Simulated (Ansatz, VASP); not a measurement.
# Ni in VASP and in Ansatz

The input INCAR:

```
ALGO     = Normal         # electronic algorithm
EDIFF    = 1E-8           # SCF threshold, eV
ENCUT    = 520            # plane-wave cutoff, eV
GGA      = PE             # functional
ISIF     = 2              # what is computed and relaxed
ISMEAR   = -1             # smearing method
ISPIN    = 2              # spin polarisation
LASPH    = T              # aspherical terms in the spheres
LCHARG   = F              # write CHGCAR
LEFG     = T            
LMAXMIX  = 4              # l up to which the mixer works
LORBIT   = 11             # projections on sites
LREAL    = F              # projectors in reciprocal space
LWAVE    = F              # write WAVECAR
MAGMOM   = 1.5            # initial moments
NBANDS   = 15             # bands
NELM     = 150            # most SCF steps
PREC     = Accurate       # precision mode
SIGMA    = 0.05           # smearing width, eV
```

Contents of KPOINTS:

```
k-points
0
Gamma
  20 20 20
```

POSCAR

```
Ni
1.0
    0.0000000000      1.7620370796      1.7620370796
    1.7620370796      0.0000000000      1.7620370796
    1.7620370796      1.7620370796      0.0000000000
Ni
1
Direct
    0.0000000000      0.0000000000      0.0000000000
```

Input for Ansatz:

```yaml
crystal:
  lattice:
    - [0.0, 1.7620370796, 1.7620370796]
    - [1.7620370796, 0.0, 1.7620370796]
    - [1.7620370796, 1.7620370796, 0.0]
  atoms:
    - { symbol: Ni, position: [0.0, 0.0, 0.0], spin: 1.5 }
magnetization:
  spin_polarized: true
kpoints:
  mp_grid: { grid: [20, 20, 20] }
scf:
  occupations: { method: fermi_dirac, width: 0.05 }
hamiltonian:
  xc: pbe
  pseudopotentials: { kind: all_electron, datasets: crystal }
output:
  forces: true
  stress: true
  eigenvalues: true
  efg: { contact_densities: true }
```

Change from the starting cell: volume scaled by 0.99, crystal datasets.

Alike in both runs: task electric field gradients; functional PBE; k mesh 20 × 20 × 20; occupations fermi-dirac, width 0.05 eV; collinear spin.

|  | VASP | Ansatz |
| --- | --- | --- |
| version | VASP 6.6.1 | Ansatz 0.2.0 |
| potentials or method | VASP PAW PBE potentials, release 64 (Ni), cutoff 520 eV | all-electron PAW with datasets made for the crystal, scalar-relativistic |

Ansatz gave:

* pressure (GPa): -0.9
* net moment per atom (μB): 0.64
* size of the moment on the site where the two differ most (μB): 0.68

Question: Which values does VASP return?

Answer: Pressure (GPa): -0.9; net moment per atom (μB): 0.63; size of the moment on the site where the two differ most (μB): 0.64.

Site moments also hang on the region over which each program counts them. Ansatz ran all-electron here, and VASP with PAW potentials. Ansatz's warnings: printed levels off.
